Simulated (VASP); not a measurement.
Input of a VASP 6.6.1 run:

The input INCAR:

```
SYSTEM = Ti18Si
ALGO = Normal ; AMIX = 0.1
AMIX_MAG = 0.4 ; BMIX = 1E-4
BMIX_MAG = 1E-4 ; DIPOL = 0.5 0.5 0.301
EDIFF = 1E-6 ; ENCUT = 450
GGA = PE ; GGA_COMPAT = .FALSE.
IDIPOL = 3 ; ISIF = 2
ISMEAR = 0 ; IVDW = 12
KPAR = 4 ; LASPH = .TRUE.
LCHARG = .FALSE. ; LDIPOL = .TRUE.
LREAL = .FALSE. ; LWAVE = .FALSE.
NBANDS = 125 ; NELM = 300
NELMDL = -8 ; PREC = Accurate
SIGMA = 0.1
```

Contents of KPOINTS:

```
k-points
0
G
  5 4 1
  0 0 0
```

POSCAR

```
Ti18Si
1.0
    5.5706966049      0.0000000000      0.0000000000
    0.0000000000      7.7847098564      0.0000000000
    0.0000000000      0.0000000000     21.5200068025
Ti Si
18 1
Direct
    0.0000000000      0.5000000000      0.1858735472
    0.5000000000      0.5000000000      0.1858735472
    0.2500000000      0.1666666667      0.1858735472
    0.7500000000      0.1666666667      0.1858735472
    0.2500000000      0.8333333333      0.1858735472
    0.7500000000      0.8333333333      0.1858735472
    0.0000000000      0.0000000000      0.2887684190
    0.5000000000      0.0000000000      0.2887684190
    0.2500000000      0.6672597319      0.2880966778
    0.7500000000      0.6672597319      0.2880966778
    0.2500000000      0.3327402681      0.2880966778
    0.7500000000      0.3327402681      0.2880966778
    0.0000000000      0.5000000000      0.3885221775
    0.5000000000      0.5000000000      0.3885221775
    0.2500000000      0.1667007587      0.3912641329
    0.7500000000      0.1667007587      0.3912641329
    0.2500000000      0.8332992413      0.3912641329
    0.7500000000      0.8332992413      0.3912641329
    0.3750000000      0.1667007587      0.5353161320
```

Potentials or basis: VASP PAW PBE potentials, release 64 (Ti_sv, Si).

Command:

```bash
$ cat potpaw_PBE.64/Ti_sv/POTCAR potpaw_PBE.64/Si/POTCAR > POTCAR
$ mpirun -np 4 vasp_std > vasp.out
```

(1) What does it give for the largest force?

(2) Predict the dispersion energy per atom.

(3) Predict the band gap on the k mesh.

## Answers

(1) 2.529 eV/Å.

(2) -0.421 eV.

(3) zero (bands 110 and 111 overlap by 0.20 eV).
